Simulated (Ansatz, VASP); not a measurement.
## One calculation of ZrS2, two programs

```xyz
3
Lattice="3.5951 0.0000 0.0000 -1.7976 3.1135 0.0000 0.0000 0.0000 5.6551" Properties=species:S:1:pos:R:3 pbc="T T T"
Zr    0.0000    0.0000    0.0000
S     1.7976    1.0378    4.2033
S     0.0000    2.0757    1.4518
```

Alike in both runs: functional LDA; k mesh 12 × 12 × 6; occupations fermi-dirac, width 0.05 eV; no spin polarisation.

Ansatz relaxed the structure, and its values are those at the end. VASP's run is a single point on that final structure, the one shown.

```csv
,VASP,Ansatz
version,VASP 6.6.1,Ansatz 0.2.0
potentials or method,"VASP PAW LDA potentials, release 64 (Zr_sv, S)","PAW with Ansatz's default frozen-core files, scalar-relativistic"
plane-wave cutoff (eV),500,420
valence electrons in the cell,24,24
```

Ansatz gave:

```
pressure (GPa)                     : 0.0
rms of the force components (eV/Å) : 0.000
```

Task: Estimate VASP's values.

Result: Pressure (GPa): 0.1; rms of the force components (eV/Å): 0.010.

LDA's correlation is that of Perdew and Zunger in VASP and of Perdew and Wang (1992) in Ansatz.
